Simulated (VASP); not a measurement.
Runs of VASP 6.6.1 on Cu2H3. The structure is that of space group Pm-3m (No. 221), or close to it. The cells are those of the table. The cell was built from a structure type or drawn by symmetry, and may not be a known phase.

```csv
task,cell,k mesh,cutoff (eV),gap on the mesh (eV),pressure (GPa),relaxed volume (Å³/atom)
single point,"a = 3.345 Å, 5 atoms",12 × 12 × 12,520,none,0.0,-
single point,"a = 3.509 Å, 5 atoms",6 × 6 × 6,520,none,(a),-
relaxation of cell and atoms,"relaxed from a = 3.343 Å, 5 atoms",12 × 12 × 12,600,none,0.1,7.49
relaxation of cell and atoms,"relaxed from a = 3.509 Å, 5 atoms",6 × 6 × 6,600,none,0.0,7.51
single point,"a = 3.343 Å, 5 atoms",6 × 6 × 6,520,none,0.2,-
```

Alike in all rows: level PBE; potentials or basis VASP PAW PBE potentials, release 64 (Cu, H); no spin polarisation; smearing gaussian 0.1 eV.

Task: Fill in the values left out.

Result: (a) -10.5.

Caveats: the cell stands under tension (at least some runs).

A gap of «none» marks levels without a gap at the run's occupations.
